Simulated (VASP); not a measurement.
# SiB4Mo (P4/mmm) in VASP: a series of runs, part 2 of 3

VASP 6.6.1. The steps go on from the part before.

### Step 4. Single point, PBE

This run uses another cell than the first one, of 9.31 Å³/atom.

INCAR reads:

```
  PREC = Accurate
  ENCUT = 520
  EDIFF = 1E-7
  ISMEAR = 0
  SIGMA = 0.1
  LREAL = False
  LASPH = True
  NELM = 100
  ALGO = Normal
  ISIF = 2
  LWAVE = False
  LCHARG = False
  GGA = PE
  NBANDS = 24
```

KPOINTS reads:

```
regular mesh
0
Gamma
  12 12 6
```

POSCAR reads:

```
SiB4Mo
1.0
    3.0486303080      0.0000000000      0.0000000000
    0.0000000000      3.0486303080      0.0000000000
    0.0000000000      0.0000000000      6.0087339870
Si B Mo
1 4 1
Direct
    0.5000000000      0.5000000000      0.5000000000
    0.0000000000      0.0000000000      0.6331936764
    0.5000000000      0.5000000000      0.1520592272
    0.5000000000      0.5000000000      0.8479407728
    0.0000000000      0.0000000000      0.3668063236
    0.0000000000      0.0000000000      0.0000000000
```

Potentials or basis: VASP PAW PBE potentials, release 64 (Si, B, Mo_sv).

Command:

```console
cat potpaw_PBE.64/Si/POTCAR potpaw_PBE.64/B/POTCAR potpaw_PBE.64/Mo_sv/POTCAR > POTCAR
mpirun -np 1 vasp_std > vasp.out
```

OUTCAR:

```text
PREC = Accurate
   ENCUT = 520
   EDIFF = 1E-7
   ISMEAR = 0
   LREAL = False
   LASPH = True
   NELM = 100
   ISIF = 2
   GGA = PE

 ion  position               nearest neighbor table
   1  0.500  0.500  0.500-   3 2.09   4 2.09   2 2.30   5 2.30   2 2.30   5 2.30   2 2.30   5 2.30
                             2 2.30   5 2.30
   2  0.000  0.000  0.633-   5 1.60   6 2.20   1 2.30   1 2.30   1 2.30   1 2.30
   3  0.500  0.500  0.152-   4 1.83   1 2.09   6 2.34   6 2.34   6 2.34   6 2.34
   4  0.500  0.500  0.848-   3 1.83   1 2.09   6 2.34   6 2.34   6 2.34   6 2.34
   5  0.000  0.000  0.367-   2 1.60   6 2.20   1 2.30   1 2.30   1 2.30   1 2.30
   6  0.000  0.000  0.000-   2 2.20   5 2.20   4 2.34   3 2.34   3 2.34   4 2.34   3 2.34   4 2.34
                             3 2.34   4 2.34

  LATTYP: Found a simple tetragonal cell.
 ALAT       =     3.0486303080
 C/A-ratio  =     1.9709618353

  Lattice vectors:

 A1 = (   3.0486303080,   0.0000000000,   0.0000000000)
 A2 = (   0.0000000000,   3.0486303080,   0.0000000000)
 A3 = (   0.0000000000,   0.0000000000,   6.0087339870)

Analysis of symmetry for initial positions (statically):
=====================================================================
 Subroutine PRICEL returns:
 Original cell was already a primitive cell.

 Routine SETGRP: Setting up the symmetry group for a
 simple tetragonal supercell.

 Subroutine GETGRP returns: Found 16 space group operations
 (whereof 16 operations were pure point group operations)
 out of a pool of 16 trial point group operations.

The static configuration has the point symmetry D_4h.

Analysis of symmetry for dynamics (positions and initial velocities):
=====================================================================
 Subroutine PRICEL returns:
 Original cell was already a primitive cell.

[... 135 lines left out ...]
     AMIX_MAG =   1.60;   BMIX_MAG =  1.00
  volume/ion in A,a.u.               =       9.31        62.81
  Fermi-wavevector in a.u.,A,eV,Ry     =   1.330815  2.514876 24.096857  1.771069
  Thomas-Fermi vector in A             =   2.459873
   LORBIT       =      0    0 simple, 1 ext, 2 COOP (PROOUT), +10 PAW based schemes
   GGA     = PE    functional components
   LHFCALC =     F    Hartree Fock is set to
   AEXX    =    0.0000 exact exchange contribution
   IVDW    =     0    specifies the selected vdW correction
   LEPSILON=     F    determine dielectric tensor
   LRPA    =     F    only Hartree local field effects (RPA)
 non-spin polarized calculation
 Gauss-broadening in eV      SIGMA  =   0.10
  energy-cutoff  :      520.00
  volume of cell :       55.85
 maximum number of plane-waves:      1524
 NGX is ok and might be reduce to    24
   NGX = 11   NGY = 11   NGZ = 23

 number of electron      30.0000003 magnetization

 Free energy of the ion-electron system (eV)
  ---------------------------------------------------
  ext. energy  EPLUGINS =         0.00000000
  ---------------------------------------------------
  free energy    TOTEN  =       -40.42259942 eV

  energy without entropy =      -40.41474579  energy(sigma->0) =      -40.41867260

 E-fermi :   9.6465     XC(G=0): -12.4109

 val. band max:        9.6440764250   @ k =   0.3333   0.1667   0.5000
 cond. band min:       9.6546210616   @ k =   0.5000   0.0833   0.0000
 fundamental gap:      0.0105446366
 Fermi energy:         9.6464699928

 k-point     1 :       0.0000    0.0000    0.0000
  band No.  band energies     occupation
      1     -50.9842      2.00000
      2     -25.0502      2.00000
      3     -25.0502      2.00000
      4     -25.0371      2.00000
      5      -5.2854      2.00000
      6      -1.1053      2.00000
[... 637 lines left out ...]
     23      16.6734      0.00000
     24      17.4340      0.00000

 [... further k-points ...]

------------------------ aborting loop because EDIFF is reached ----------------------------------------

  FORCE on cell =-STRESS in cart. coord.  units (eV):
  Direction    XX          YY          ZZ          XY          YZ          ZX
  --------------------------------------------------------------------------------------
  -------------------------------------------------------------------------------------
  Total        0.0529990      0.0529990      0.0809330      0.0000000      0.0000000      0.0000000
  in kB        1.5204974      1.5204974      2.3219015      0.0000000      0.0000000      0.0000000
  external PRESSURE =       1.7876321 kB  Pullay stress =       0.0000000 kB

 VOLUME and BASIS-vectors are now :
 -----------------------------------------------------------------------------
  energy-cutoff  :      520.00
  volume of cell :       55.85
      direct lattice vectors                 reciprocal lattice vectors
     3.048630308  0.000000000  0.000000000     0.328016158  0.000000000  0.000000000
     0.000000000  3.048630308  0.000000000     0.000000000  0.328016158  0.000000000
     0.000000000  0.000000000  6.008733987     0.000000000  0.000000000  0.166424409

 POSITION                                       TOTAL-FORCE (eV/Angst)
 -----------------------------------------------------------------------------------
      1.52432      1.52432      3.00437        -0.000000      0.000000      0.000000
      0.00000      0.00000      3.80469        -0.000000      0.000000      0.014237
      1.52432      1.52432      0.91368        -0.000000     -0.000000      0.010068
      1.52432      1.52432      5.09505         0.000000     -0.000000     -0.010068
      0.00000      0.00000      2.20404         0.000000      0.000000     -0.014237
      0.00000      0.00000      0.00000        -0.000000      0.000000      0.000000
 -----------------------------------------------------------------------------------
    total drift:                                0.000000     -0.000000      0.000000

  FREE ENERGIE OF THE ION-ELECTRON SYSTEM (eV)
  ---------------------------------------------------
  free  energy   TOTEN  =       -40.4225994160 eV

  energy  without entropy=      -40.4147457897  energy(sigma->0) =      -40.41867260
```

OSZICAR:

```text
N       E                     dE             d eps       ncg     rms          rms(c)
DAV:   1     0.147339832134E+03    0.14734E+03   -0.14712E+04  5384   0.119E+03
DAV:   2    -0.378352095979E+02   -0.18518E+03   -0.17553E+03  6440   0.296E+02
DAV:   3    -0.434893565864E+02   -0.56541E+01   -0.55334E+01  7176   0.464E+01
DAV:   4    -0.435458511347E+02   -0.56495E-01   -0.56441E-01  5816   0.450E+00
DAV:   5    -0.435464495527E+02   -0.59842E-03   -0.59833E-03  7184   0.429E-01    0.292E+01
DAV:   6    -0.411995410434E+02    0.23469E+01   -0.17019E+01  6352   0.238E+01    0.585E+00
DAV:   7    -0.406189122714E+02    0.58063E+00   -0.76620E+00  6680   0.154E+01    0.668E+00
DAV:   8    -0.404263201476E+02    0.19259E+00   -0.59066E-01  6344   0.478E+00    0.224E+00
DAV:   9    -0.404242698799E+02    0.20503E-02   -0.53346E-02  6544   0.136E+00    0.408E-01
DAV:  10    -0.404227120112E+02    0.15579E-02   -0.84449E-03  6080   0.505E-01    0.129E-01
DAV:  11    -0.404225945458E+02    0.11747E-03   -0.60766E-04  6760   0.160E-01    0.776E-02
DAV:  12    -0.404226028721E+02   -0.83263E-05   -0.96923E-05  6232   0.537E-02    0.529E-02
DAV:  13    -0.404225995377E+02    0.33344E-05   -0.16249E-05  6472   0.259E-02    0.503E-03
DAV:  14    -0.404225994040E+02    0.13376E-06   -0.98017E-07  6552   0.640E-03    0.178E-03
DAV:  15    -0.404225994160E+02   -0.12071E-07   -0.11192E-07  3792   0.224E-03
   1 F= -.40422599E+02 E0= -.40418673E+02  d E =-.785363E-02
```

stdout:

```text
POSCAR found type information on POSCAR SiB Mo
 POSCAR found :  3 types and       6 ions
 scaLAPACK will be used
 LDA part: xc-table for (Slater+PW92), standard interpolation
 POSCAR, INCAR and KPOINTS ok, starting setup
 FFT: planning ... GRIDC
 FFT: planning ... GRID_SOFT
 FFT: planning ... GRID
 WAVECAR not read
 entering main loop
```

Wall time 49 s (1 thread of Intel Xeon 6975P-C (Granite Rapids), shared host); peak memory 0.27 GiB.

What came out:

```yaml
Free_energy: -40.4226 eV
Pressure: 0.2 GPa
Largest_force: 0.014 eV/Å
Band_gap_on_the_k_mesh: zero (bands 15 and 16 overlap by 3.48 eV)
```

Forces in eV/Å, atoms in the order of the input:
```
Si   0.000  0.000  0.000
B    0.000  0.000  0.014
B    0.000  0.000  0.010
B    0.000  0.000 -0.010
B    0.000  0.000 -0.014
Mo   0.000  0.000  0.000
```

### Step 5. Relaxation of cell and atoms, PBE

INCAR reads:

```
ALGO     = Normal         # electronic algorithm
EDIFF    = 1E-7           # SCF threshold, eV
EDIFFG   = -0.04          # ionic threshold
ENCUT    = 600            # plane-wave cutoff, eV
GGA      = PE             # functional
IBRION   = 2              # ionic algorithm
ISIF     = 3              # what is computed and relaxed
ISMEAR   = 0              # smearing method
LASPH    = True           # aspherical terms in the spheres
LCHARG   = False          # write CHGCAR
LREAL    = False          # projectors in reciprocal space
LWAVE    = False          # write WAVECAR
NELM     = 80             # most SCF steps
NSW      = 90             # ionic steps
PREC     = Accurate       # precision mode
SIGMA    = 0.1            # smearing width, eV
```

KPOINTS reads:

```
k-points
0
Gamma
  6 6 4
```

POSCAR reads:

```
SiB4Mo
1.0
    3.1243632900      0.0000000000      0.0000000000
    0.0000000000      3.1243632900      0.0000000000
    0.0000000000      0.0000000000      5.3125598100
Si B Mo
1 4 1
Direct
    0.5000000000      0.5000000000      0.5000000000
    0.0000000000      0.0000000000      0.6053310000
    0.5000000000      0.5000000000      0.1056660000
    0.5000000000      0.5000000000      0.8943340000
    0.0000000000      0.0000000000      0.3946690000
    0.0000000000      0.0000000000      0.0000000000
```

Potentials or basis: VASP PAW PBE potentials, release 64 (Si, B, Mo_sv).

Command:

```console
cat potpaw_PBE.64/Si/POTCAR potpaw_PBE.64/B/POTCAR potpaw_PBE.64/Mo_sv/POTCAR > POTCAR
mpirun -np 1 vasp_std > vasp.out
```

OUTCAR:

```text
EDIFF = 1E-7
   EDIFFG = -0.04
   ENCUT = 600
   GGA = PE
   IBRION = 2
   ISIF = 3
   ISMEAR = 0
   LASPH = True
   LREAL = False
   NELM = 80
   NSW = 90
   PREC = Accurate

 ion  position               nearest neighbor table
   1  0.500  0.500  0.500-   3 2.09   4 2.09   2 2.28   5 2.28   2 2.28   5 2.28   2 2.28   5 2.28
                             2 2.28   5 2.28
   2  0.000  0.000  0.605-   5 1.12   6 2.10   1 2.28   1 2.28   1 2.28   1 2.28
   3  0.500  0.500  0.106-   4 1.12   1 2.09   6 2.28   6 2.28   6 2.28   6 2.28
   4  0.500  0.500  0.894-   3 1.12   1 2.09   6 2.28   6 2.28   6 2.28   6 2.28
   5  0.000  0.000  0.395-   2 1.12   6 2.10   1 2.28   1 2.28   1 2.28   1 2.28
   6  0.000  0.000  0.000-   2 2.10   5 2.10   4 2.28   3 2.28   3 2.28   4 2.28   3 2.28   4 2.28
                             3 2.28   4 2.28

  LATTYP: Found a simple tetragonal cell.
 ALAT       =     3.1243632900
 C/A-ratio  =     1.7003655839

  Lattice vectors:

 A1 = (   3.1243632900,   0.0000000000,   0.0000000000)
 A2 = (   0.0000000000,   3.1243632900,   0.0000000000)
 A3 = (   0.0000000000,   0.0000000000,   5.3125598100)

Analysis of symmetry for initial positions (statically):
=====================================================================
 Subroutine PRICEL returns:
 Original cell was already a primitive cell.
[... 176 lines left out ...]
  ext. energy  EPLUGINS =         0.00000000
  ---------------------------------------------------
  free energy    TOTEN  =       -28.41219215 eV

  energy without entropy =      -28.38821754  energy(sigma->0) =      -28.40020484

------------------------ aborting loop because EDIFF is reached ----------------------------------------

  FORCE on cell =-STRESS in cart. coord.  units (eV):
  Direction    XX          YY          ZZ          XY          YZ          ZX
  --------------------------------------------------------------------------------------
  -------------------------------------------------------------------------------------
  Total        1.1466950      1.1466950     83.8873946      0.0000000      0.0000000      0.0000000
  in kB       35.4267746     35.4267746   2591.6741870      0.0000000      0.0000000      0.0000000
  external PRESSURE =     887.5092454 kB  Pullay stress =       0.0000000 kB
[... 1176 lines left out ...]
     18      13.0665      0.00000
     19      14.7650      0.00000

 [... further k-points ...]

[... ionic steps 4 to 41 ...]

--------------------------------------- Ionic step       42  -------------------------------------------

 number of electron      30.0000001 magnetization

------------------------ aborting loop because EDIFF is reached ----------------------------------------
[... 75 lines left out ...]
--------------------------------------- Ionic step       44  -------------------------------------------

 number of electron      30.0000001 magnetization

 Free energy of the ion-electron system (eV)
  ---------------------------------------------------
  ext. energy  EPLUGINS =         0.00000000
  ---------------------------------------------------
  free energy    TOTEN  =       -40.38708558 eV

  energy without entropy =      -40.37702090  energy(sigma->0) =      -40.38205324

 E-fermi :   9.6994     XC(G=0): -12.4252

 val. band max:        9.6911608547   @ k =   0.5000   0.3333   0.5000
 cond. band min:       9.7131281053   @ k =   0.3333   0.1667   0.5000
 fundamental gap:      0.0219672506
 Fermi energy:         9.6993512702
[... 561 lines left out ...]
  FREE ENERGIE OF THE ION-ELECTRON SYSTEM (eV)
  ---------------------------------------------------
  free  energy   TOTEN  =       -40.3870855815 eV

  energy  without entropy=      -40.3770208952  energy(sigma->0) =      -40.38205324

 reached required accuracy - stopping structural energy minimisation
```

OSZICAR:

```text
N       E                     dE             d eps       ncg     rms          rms(c)
DAV:   1     0.199774082567E+03    0.19977E+03   -0.16730E+04  1140   0.169E+03
DAV:   2    -0.325059245687E+02   -0.23228E+03   -0.22571E+03  1403   0.387E+02
DAV:   3    -0.429219273746E+02   -0.10416E+02   -0.10147E+02  1469   0.704E+01
[... 524 lines left out ...]
DAV:   4    -0.403870833562E+02    0.68723E-05   -0.53694E-05  1273   0.636E-02    0.970E-03
DAV:   5    -0.403870847893E+02   -0.14331E-05   -0.56872E-06  1375   0.198E-02    0.109E-02
DAV:   6    -0.403870853489E+02   -0.55963E-06   -0.10875E-06  1317   0.685E-03    0.212E-03
DAV:   7    -0.403870855588E+02   -0.20988E-06   -0.40641E-08   600   0.170E-03    0.667E-04
DAV:   8    -0.403870855815E+02   -0.22677E-07   -0.10847E-08   591   0.789E-04
  44 F= -.40387086E+02 E0= -.40382053E+02  d E =-.222118E-03
```

Wall time 10 min (1 thread of Intel Xeon 6975P-C (Granite Rapids), shared host); peak memory 0.21 GiB.

Results:

- Free energy: -40.3871 eV
- Relaxed volume: 9.29 Å³/atom
- Relaxed cell: a = 3.038 Å, b = 3.038 Å, c = 6.036 Å, α = 90.00°, β = 90.00°, γ = 90.00°
- Space group after relaxing (to 0.1 Å): P4/mmm (No. 123)
- Pressure after relaxing: 0.0 GPa
- Largest force after relaxing: 0.026 eV/Å
- Band gap on the k mesh: zero (bands 15 and 16 overlap by 3.39 eV)

Forces on the atoms (eV/Å):
```
Si   0.000  0.000  0.000
B    0.000  0.000  0.016
B    0.000  0.000 -0.026
B    0.000  0.000  0.026
B    0.000  0.000 -0.016
Mo   0.000  0.000  0.000
```

Final structure:
```
CELL_PARAMETERS angstrom
3.03829 0.00000 0.00000
0.00000 3.03829 0.00000
0.00000 0.00000 6.03632
ATOMIC_POSITIONS crystal
Si 0.50000 0.50000 0.50000
B 0.00000 0.00000 0.63367
B 0.50000 0.50000 0.15309
B 0.50000 0.50000 0.84691
B 0.00000 0.00000 0.36633
Mo 0.00000 0.00000 0.00000
```

[end of part 2 of 3]

The gap in the log of VASP goes by the Fermi energy; the results here count the filled bands.